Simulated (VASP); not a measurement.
# Ti2H (Pn-3m) in VASP: notebook

The runs below take Ti2H through single point, with PBEsol.

Everything below comes from runs of VASP 6.6.1. Logs are shortened: lines on timing, memory, paths and dates and some standing lists are left out, and cuts for length are marked.

### 1 The cell of the first run

Symmetry: Pn-3m, No. 224, cubic system. Conventional cell: a = 4.339 Å, b = 4.339 Å, c = 4.339 Å, α = 90.00°, β = 90.00°, γ = 90.00°. Ti (site symmetry -3m) has 2 H at 1.88 Å within 2.5 Å. Within 2.5 Å of H (site symmetry -43m) lie 4 Ti at 1.88 Å.

### 2 Single point, PBEsol

The input, INCAR:

```
SYSTEM = Ti2H
PREC     = Accurate       ! precision mode
ENCUT    = 520            ! plane-wave cutoff, eV
EDIFF    = 1E-6           ! SCF threshold, eV
ISMEAR   = -1             ! smearing method
SIGMA    = 0.1            ! smearing width, eV
LREAL    = .FALSE.        ! projectors in reciprocal space
LASPH    = .TRUE.         ! aspherical terms in the spheres
NELM     = 80             ! most SCF steps
ALGO     = Normal         ! electronic algorithm
ISIF     = 2              ! what is computed and relaxed
LWAVE    = .FALSE.        ! write WAVECAR
LCHARG   = .FALSE.        ! write CHGCAR
GGA      = PS             ! functional
NBANDS   = 34             ! bands
```

The input, KPOINTS:

```
Automatic mesh
0
G
  6 6 6
  0 0 0
```

The input, POSCAR:

```
Ti2H
1.0
    4.3390971382      0.0000000000      0.0000000000
    0.0000000000      4.3390971382      0.0000000000
    0.0000000000      0.0000000000      4.3390971382
Ti H
4 2
Direct
    0.2500000000      0.7500000000      0.2500000000
    0.7500000000      0.2500000000      0.2500000000
    0.2500000000      0.2500000000      0.7500000000
    0.7500000000      0.7500000000      0.7500000000
    0.0000000000      0.0000000000      0.0000000000
    0.5000000000      0.5000000000      0.5000000000
```

Potentials or basis: VASP PAW PBE potentials, release 64 (Ti_sv, H).

Launch:

```sh
cat potpaw_PBE.64/Ti_sv/POTCAR potpaw_PBE.64/H/POTCAR > POTCAR
mpirun -np 1 vasp_std > vasp.out
```

OUTCAR:

```text
SYSTEM = Ti2H
   PREC = Accurate
   ENCUT = 520
   EDIFF = 1E-6
   ISMEAR = -1
   LREAL = .FALSE.
   LASPH = .TRUE.
   NELM = 80
   ISIF = 2
   GGA = PS

 ion  position               nearest neighbor table
   1  0.250  0.750  0.250-   5 1.88   6 1.88
   2  0.750  0.250  0.250-   5 1.88   6 1.88
   3  0.250  0.250  0.750-   5 1.88   6 1.88
   4  0.750  0.750  0.750-   5 1.88   6 1.88
   5  0.000  0.000  0.000-   1 1.88   2 1.88   3 1.88   4 1.88
   6  0.500  0.500  0.500-   1 1.88   2 1.88   3 1.88   4 1.88

  LATTYP: Found a simple cubic cell.
 ALAT       =     4.3390971382

  Lattice vectors:

 A1 = (   4.3390971382,   0.0000000000,   0.0000000000)
 A2 = (   0.0000000000,   4.3390971382,   0.0000000000)
 A3 = (   0.0000000000,   0.0000000000,   4.3390971382)

Analysis of symmetry for initial positions (statically):
=====================================================================
 Subroutine PRICEL returns:
 Original cell was already a primitive cell.

 Routine SETGRP: Setting up the symmetry group for a
 simple cubic supercell.

 Subroutine GETGRP returns: Found 48 space group operations
 (whereof 24 operations were pure point group operations)
 out of a pool of 48 trial point group operations.

The static configuration has the point symmetry T_d .
 The point group associated with its full space group is O_h .

Analysis of symmetry for dynamics (positions and initial velocities):
=====================================================================
 Subroutine PRICEL returns:
 Original cell was already a primitive cell.

 Routine SETGRP: Setting up the symmetry group for a
 simple cubic supercell.

 Subroutine GETGRP returns: Found 48 space group operations
 (whereof 24 operations were pure point group operations)
 out of a pool of 48 trial point group operations.

The dynamic configuration has the point symmetry T_d .
 The point group associated with its full space group is O_h .

 Subroutine INISYM returns: Found 48 space group operations
 (whereof 24 operations are pure point group operations),
 and found     1 'primitive' translations

----------------------------------------------------------------------------------------

                                     Primitive cell

  volume of cell :      81.6955

  direct lattice vectors                    reciprocal lattice vectors
     4.339097138  0.000000000  0.000000000     0.230462690  0.000000000  0.000000000
     0.000000000  4.339097138  0.000000000     0.000000000  0.230462690  0.000000000
     0.000000000  0.000000000  4.339097138     0.000000000  0.000000000  0.230462690

  length of vectors
     4.339097138  4.339097138  4.339097138     0.230462690  0.230462690  0.230462690

  position of ions in fractional coordinates (direct lattice)
     0.250000000  0.750000000  0.250000000
     0.750000000  0.250000000  0.250000000
     0.250000000  0.250000000  0.750000000
     0.750000000  0.750000000  0.750000000
     0.000000000  0.000000000  0.000000000
     0.500000000  0.500000000  0.500000000

  ion indices of the primitive-cell ions
   primitive index   ion index
                 1           1
                 2           2
                 3           3
                 4           4
                 5           5
                 6           6

----------------------------------------------------------------------------------------

 KPOINTS: Automatic mesh

Automatic generation of k-mesh.
 Grid dimensions read from file:
 generate k-points for:    6    6    6

 Generating k-lattice:

  Cartesian coordinates                     Fractional coordinates (reciprocal lattice)
     0.038410448  0.000000000  0.000000000     0.166666667  0.000000000  0.000000000
     0.000000000  0.038410448  0.000000000     0.000000000  0.166666667  0.000000000
     0.000000000  0.000000000  0.038410448     0.000000000  0.000000000  0.166666667

  Length of vectors
     0.038410448  0.038410448  0.038410448

  Shift w.r.t. Gamma in fractional coordinates (k-lattice)
     0.000000000  0.000000000  0.000000000

 Subroutine IBZKPT returns following result:
 ===========================================

 Found     20 irreducible k-points:

 Following reciprocal coordinates:
            Coordinates               Weight
  0.000000  0.000000  0.000000      1.000000
  0.166667  0.000000  0.000000      6.000000
  0.333333  0.000000  0.000000      6.000000
  0.500000  0.000000  0.000000      3.000000
  0.166667  0.166667  0.000000     12.000000
  0.333333  0.166667  0.000000     24.000000
[... 12 lines left out ...]
  0.500000  0.500000  0.333333      6.000000
  0.500000  0.500000  0.500000      1.000000
   k-points           NKPTS =     20   k-points in BZ     NKDIM =     20   number of bands    NBANDS=     34
   number of dos      NEDOS =    301   number of ions     NIONS =      6
   total plane-waves  NPLWV =  32768
   dimension x,y,z NGX =    32 NGY =   32 NGZ =   32
   dimension x,y,z NGXF=    64 NGYF=   64 NGZF=   64
   ions per type =               4   2
   NGX,Y,Z   is equivalent  to a cutoff of  12.26, 12.26, 12.26 a.u.
   NGXF,Y,Z  is equivalent  to a cutoff of  24.52, 24.52, 24.52 a.u.
 SYSTEM =  Ti2H
   PREC   = accura    normal or accurate (medium, high low for compatibility)
   ISTART =      0    job   : 0-new  1-cont  2-samecut
   ICHARG =      2    charge: 1-file 2-atom 10-const
   ISPIN  =      1    spin polarized calculation?
   LNONCOLLINEAR =      F non collinear calculations
   LSORBIT =      F    spin-orbit coupling
   LASPH  =      T    aspherical Exc in radial PAW
   ENCUT  =  520.0 eV  38.22 Ry    6.18 a.u.   8.07  8.07  8.07*2*pi/ulx,y,z
   NELM   =     80;   NELMIN=  2; NELMDL= -5     # of ELM steps
   EDIFF  = 0.1E-05   stopping-criterion for ELM
   LREAL  =      F    real-space projection
   EDIFFG = 0.1E-04   stopping-criterion for IOM
   NSW    =      0    number of steps for IOM
   IBRION =     -1    ionic relax: 0-MD 1-quasi-New 2-CG
   NFREE  =      0    steps in history (QN), initial steepest desc. (CG)
   ISIF   =      2    stress and relaxation
   ISYM   =      2    0-nonsym 1-usesym 2-fastsym
   POTIM  = 0.5000    time-step for ionic-motion
   TEBEG  =    0.0;   TEEND  =   0.0 temperature during run
   PSTRESS=    0.0 pullay stress
   NELECT =      50.0000    total number of electrons
   NUPDOWN=      -1.0000    fix difference up-down
   EMIN   =  10.00;   EMAX   =-10.00  energy-range for DOS
   EFERMI =   0.00;   METHOD = LEGACY
   ISMEAR =    -1;   SIGMA  =   0.10  broadening in eV -4-tet -1-fermi 0-gaus
   EFERMI_NEDOS =   21; number of points for ismear=-14 and -15
   IALGO  =     38    algorithm
   IMIX   =      4    mixing-type and parameters
     AMIX     =   0.40;   BMIX     =  1.00
     AMIX_MAG =   1.60;   BMIX_MAG =  1.00
  volume/ion in A,a.u.               =      13.62        91.88
  Fermi-wavevector in a.u.,A,eV,Ry     =   1.389949  2.626622 26.285879  1.931958
  Thomas-Fermi vector in A             =   2.513931
   LORBIT       =      0    0 simple, 1 ext, 2 COOP (PROOUT), +10 PAW based schemes
   GGA     = PS    functional components
   LHFCALC =     F    Hartree Fock is set to
   AEXX    =    0.0000 exact exchange contribution
   IVDW    =     0    specifies the selected vdW correction
   LEPSILON=     F    determine dielectric tensor
   LRPA    =     F    only Hartree local field effects (RPA)
 non-spin polarized calculation
  energy-cutoff  :      520.00
  volume of cell :       81.70
 maximum number of plane-waves:      2272
   NGX = 17   NGY = 17   NGZ = 17

 number of electron      50.0000017 magnetization

 Free energy of the ion-electron system (eV)
  ---------------------------------------------------
  ext. energy  EPLUGINS =         0.00000000
  ---------------------------------------------------
  free energy    TOTEN  =       -41.12520850 eV

  energy without entropy =      -40.91466163  energy(sigma->0) =      -41.01993506

 E-fermi :   6.8314     XC(G=0): -11.1702

 val. band max:        6.8251580638   @ k =   0.3333   0.1667   0.0000
 cond. band min:       6.8347018575   @ k =   0.5000   0.3333   0.3333
 fundamental gap:      0.0095437936
 Fermi energy:         6.8314033030

 k-point     1 :       0.0000    0.0000    0.0000
  band No.  band energies     occupation
      1     -49.9637      2.00000
      2     -49.8764      2.00000
      3     -49.8764      2.00000
      4     -49.8764      2.00000
      5     -26.5708      2.00000
      6     -26.4075      2.00000
[... 26 lines left out ...]
     33       9.6946      0.00000
     34       9.7490      0.00000

 k-point     2 :       0.1667    0.0000    0.0000
  band No.  band energies     occupation
      1     -49.9578      2.00000
      2     -49.8822      2.00000
      3     -49.8763      2.00000
      4     -49.8763      2.00000
      5     -26.5489      2.00000
      6     -26.3924      2.00000
[... 26 lines left out ...]
     33       9.4247      0.00000
     34       9.5875      0.00000

 k-point     3 :       0.3333    0.0000    0.0000
  band No.  band energies     occupation
      1     -49.9418      2.00000
      2     -49.8982      2.00000
      3     -49.8762      2.00000
      4     -49.8762      2.00000
      5     -26.4895      2.00000
      6     -26.3509      2.00000
[... 26 lines left out ...]
     33       9.0194      0.00000
     34       9.0204      0.00000
[... 556 lines left out ...]
 k-point    19 :       0.5000    0.5000    0.3333
  band No.  band energies     occupation
      1     -49.9006      2.00000
      2     -49.8971      2.00000
      3     -49.8969      2.00000
      4     -49.8969      2.00000
      5     -26.5716      2.00000
      6     -26.4336      2.00000
[... 26 lines left out ...]
     33       9.4203      0.00000
     34       9.4616      0.00000

 k-point    20 :       0.5000    0.5000    0.5000
  band No.  band energies     occupation
      1     -49.9009      2.00000
      2     -49.8968      2.00000
      3     -49.8968      2.00000
      4     -49.8968      2.00000
      5     -26.5960      2.00000
      6     -26.4498      2.00000
[... 26 lines left out ...]
     33       9.5969      0.00000
     34       9.6159      0.00000

------------------------ aborting loop because EDIFF is reached ----------------------------------------

  FORCE on cell =-STRESS in cart. coord.  units (eV):
  Direction    XX          YY          ZZ          XY          YZ          ZX
  --------------------------------------------------------------------------------------
  -------------------------------------------------------------------------------------
  Total       -5.5952473     -5.5952473     -5.5952473     -0.0000000      0.0000000      0.0000000
  in kB     -109.7316106   -109.7316106   -109.7316106     -0.0000000      0.0000000      0.0000000
  external PRESSURE =    -109.7316106 kB  Pullay stress =       0.0000000 kB

 VOLUME and BASIS-vectors are now :
 -----------------------------------------------------------------------------
  energy-cutoff  :      520.00
  volume of cell :       81.70
      direct lattice vectors                 reciprocal lattice vectors
     4.339097138  0.000000000  0.000000000     0.230462690  0.000000000  0.000000000
     0.000000000  4.339097138  0.000000000     0.000000000  0.230462690  0.000000000
     0.000000000  0.000000000  4.339097138     0.000000000  0.000000000  0.230462690

 POSITION                                       TOTAL-FORCE (eV/Angst)
 -----------------------------------------------------------------------------------
      1.08477      3.25432      1.08477        -0.000000     -0.000000      0.000000
      3.25432      1.08477      1.08477        -0.000000      0.000000     -0.000000
      1.08477      1.08477      3.25432         0.000000      0.000000     -0.000000
      3.25432      3.25432      3.25432         0.000000     -0.000000      0.000000
      0.00000      0.00000      0.00000         0.000000     -0.000000     -0.000000
      2.16955      2.16955      2.16955         0.000000     -0.000000     -0.000000
 -----------------------------------------------------------------------------------
    total drift:                                0.000000      0.000000     -0.000000

  FREE ENERGIE OF THE ION-ELECTRON SYSTEM (eV)
  ---------------------------------------------------
  free  energy   TOTEN  =       -41.1252085031 eV

  energy  without entropy=      -40.9146616263  energy(sigma->0) =      -41.01993506
```

It took 31 s on 1 thread of Intel Xeon Platinum 8488C (Sapphire Rapids), shared host; peak memory 0.19 GiB.

What came out:

| Quantity | Value |
| --- | --- |
| Free energy | -41.1252 eV |
| Pressure | -11.0 GPa |
| Band gap on the k mesh | zero (band 25 reaches 7.37 eV, above the bottom of band 26 at 6.42 eV) |

Caveat: the PAW data sets were made with another functional, which shifts forces and pressure a little.

[end of part 1 of 2]
